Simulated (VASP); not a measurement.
# F: single point with PBE

Crystal: F.

```
CELL_PARAMETERS angstrom
2.66621 -1.63577 0.05500
2.66621 1.63577 0.05500
-1.34563 0.00000 6.91419
ATOMIC_POSITIONS crystal
F 0.97095 0.59361 0.09007
F 0.43160 0.00384 0.40993
F 0.00384 0.43160 0.90993
F 0.59361 0.97095 0.59007
```

This cell differs from its parent crystal: strained and its atoms moved.

```json
{
  "Program": "VASP 6.6.1",
  "Task": "single point",
  "Functional": "PBE",
  "Potentials or basis": "VASP PAW PBE potentials, release 64 (F)",
  "Cutoff": "520 eV",
  "k mesh": "10 × 10 × 4",
  "Occupations": "gaussian, width 0.02 eV",
  "Spin": "no spin polarisation",
  "Dipole correction": "no",
  "Further INCAR settings": "ALGO = Normal; EDIFF = 1e-07; NBANDS = 22"
}
```

| Quantity | Value |
| --- | --- |
| Pressure | 15.9 GPa |
| Largest force | 6.701 eV/Å |
| Band gap on the k mesh | 4.26 eV, direct |

Forces in eV/Å, atoms in the order of the input:
```
F    0.515  1.657  6.470
F   -0.515  1.665 -6.470
F   -0.515 -1.665 -6.470
F    0.515 -1.657  6.470
```

Stress tensor (GPa, compression positive):
```
 0.86  0.00  3.46
 0.00  3.19  0.00
 3.46  0.00 43.52
```

Levels at points of the mesh, in eV from the valence-band top:
```tsv
k point	band 10	band 11	band 12	band 13	band 14	band 15	band 16	band 17	band 18	band 19
(0.00, 0.00, 0.00)	-4.50	-0.25	-0.16	-0.05	0.00	4.26	5.59	8.68	10.70	12.33
(0.50, 0.00, 0.00)	-4.70	-0.59	-0.54	-0.19	-0.12	5.05	5.14	13.09	13.33	15.14
(0.50, 0.50, 0.00)	-4.73	-0.72	-0.46	-0.40	-0.11	4.97	5.24	13.49	14.00	14.02
(0.00, 0.00, 0.50)	-4.53	-0.18	-0.18	-0.05	-0.05	4.86	4.86	9.59	9.59	14.35
(0.50, 0.00, 0.50)	-4.63	-0.71	-0.37	-0.30	0.00	4.86	5.28	13.38	13.57	14.07
(0.50, 0.50, 0.50)	-4.82	-0.60	-0.60	-0.27	-0.27	5.12	5.12	13.50	13.50	14.95
```

It took 55 s on 1 thread of Intel(R) Xeon(R) 6975P-C (Granite Rapids), on a shared host, peak memory 0.23 GiB.

Caveat: the cell differs from its parent crystal (strained and its atoms moved); forces of over 1 eV/Å act on the atoms, so gaps and moduli don't describe the material at rest. A k mesh can miss the band edges.
